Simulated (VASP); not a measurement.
Al5BP6:

```
CELL_PARAMETERS angstrom
3.64828 0.00000 0.00000
-1.82414 3.15950 0.00000
0.00000 0.00000 17.87285
ATOMIC_POSITIONS crystal
Al 0.00000 0.00000 0.00000
Al 0.33333 0.66667 0.83333
Al 0.66667 0.33333 0.66667
Al 0.00000 0.00000 0.50000
Al 0.33333 0.66667 0.33333
B 0.66667 0.33333 0.16667
P 0.00000 0.00000 0.87500
P 0.33333 0.66667 0.70833
P 0.66667 0.33333 0.54167
P 0.00000 0.00000 0.37500
P 0.33333 0.66667 0.20833
P 0.66667 0.33333 0.04167
```

| Quantity | Value |
| --- | --- |
| Program | VASP 6.6.1 |
| Task | relaxation of cell and atoms |
| Functional | PBE |
| Potentials or basis | VASP PAW PBE potentials, release 64 (Al, B, P) |
| Cutoff | 600 eV |
| k mesh | 6 × 6 × 1 |
| Occupations | gaussian, width 0.1 eV |
| Spin | no spin polarisation |

At the start: pressure 15.5 GPa; volume 17.17 Å³/atom.

Where does the relaxation end?

Over 16 steps the energy falls by 171.5 meV/atom and the volume is 19.39 Å³/atom (+13.0 %); space group P3m1 (No. 156, to 0.05 Å).

Step by step:
```csv
step,energy change (eV),largest force (eV/Å),pressure (GPa),volume (Å³)
1,0.0000,3.2837,15.47,206.02
2,-1.0587,1.1089,-7.48,259.49
3,-1.6199,1.3886,-1.15,237.22
4,-1.6200,1.4170,-0.91,236.57
5,-1.7953,0.8600,-0.47,234.82
6,-1.8977,0.6769,0.56,232.16
7,-1.8999,0.6055,0.36,232.58
8,-1.9658,0.5250,-0.12,233.59
9,-1.9847,0.4875,-0.49,234.46
10,-2.0245,0.4091,0.09,232.75
11,-2.0254,0.4481,0.21,232.45
12,-2.0495,0.2140,0.09,232.61
13,-2.0529,0.2695,0.04,232.70
14,-2.0582,0.0628,-0.05,232.97
15,-2.0582,0.0561,-0.05,232.95
16,-2.0585,0.0227,0.06,232.70
```

Final structure:
```xyz
12
Lattice="3.7899 0.0000 0.0000 -1.8950 3.2822 0.0000 0.0000 0.0000 18.7070" Properties=species:S:1:pos:R:3 pbc="T T T"
Al    0.0000    0.0000    0.2065
Al    0.0000    2.1881   15.6931
Al    1.8950    1.0941   12.4703
Al    0.0000    0.0000    9.2471
Al    0.0000    2.1881    6.0265
B     1.8950    1.0941    3.0313
P    -1.8950    3.2822   16.5422
P     0.0000    2.1881   13.3203
P     1.8950    1.0941   10.0955
P     0.0000    0.0000    6.8736
P     0.0000    2.1881    3.6444
P     1.8950    1.0941    1.0610
```
